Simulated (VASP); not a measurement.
Here is a VASP 6.6.1 calculation.

File INCAR:

```
PREC = Accurate ; ENCUT = 600
EDIFF = 1E-6 ; ISMEAR = -1
SIGMA = 0.02 ; LREAL = F
LASPH = T ; NELM = 80
ALGO = Normal ; ISIF = 3
LWAVE = F ; LCHARG = F
IBRION = 2 ; NSW = 80
EDIFFG = -0.01
```

Contents of KPOINTS:

```
regular mesh
0
Gamma
  12 12 6
```

Contents of POSCAR:

```
ZnO
1.0
    3.2493080000      0.0000000000      0.0000000000
   -1.6246540000      2.8139832700      0.0000000000
    0.0000000000      0.0000000000      5.2057090000
Zn O
2 2
Direct
    0.3333333300      0.6666666700      0.5000000000
    0.6666666700      0.3333333300      0.0000000000
    0.6666666700      0.3333333300      0.3790100000
    0.3333333300      0.6666666700      0.8790100000
```

Potentials or basis: VASP PAW LDA potentials, release 64 (Zn, O).

Command:

```bash
$ cat potpaw_LDA.64/Zn/POTCAR potpaw_LDA.64/O/POTCAR > POTCAR
$ mpirun -np 1 vasp_std > vasp.out
```

Estimate the space group after relaxing (to 0.05 Å).

P6_3mc (No. 186).

What does it give for the relaxed volume?

11.41 Å³/atom.

What does it give for the band gap on the k mesh?

0.80 eV, direct.

Predict the relaxed cell.

a = 3.194 Å, b = 3.194 Å, c = 5.164 Å, α = 90.00°, β = 90.00°, γ = 120.00°.

Final structure:
```
CELL_PARAMETERS angstrom
3.19405 0.00000 0.00000
-1.59703 2.76613 0.00000
0.00000 0.00000 5.16400
ATOMIC_POSITIONS crystal
Zn 0.33333 0.66667 0.50035
Zn 0.66667 0.33333 0.00035
O 0.66667 0.33333 0.37866
O 0.33333 0.66667 0.87866
```

As with any semilocal functional, this LDA gap is likely too small. Zero-point motion and thermal expansion aren't in these numbers.
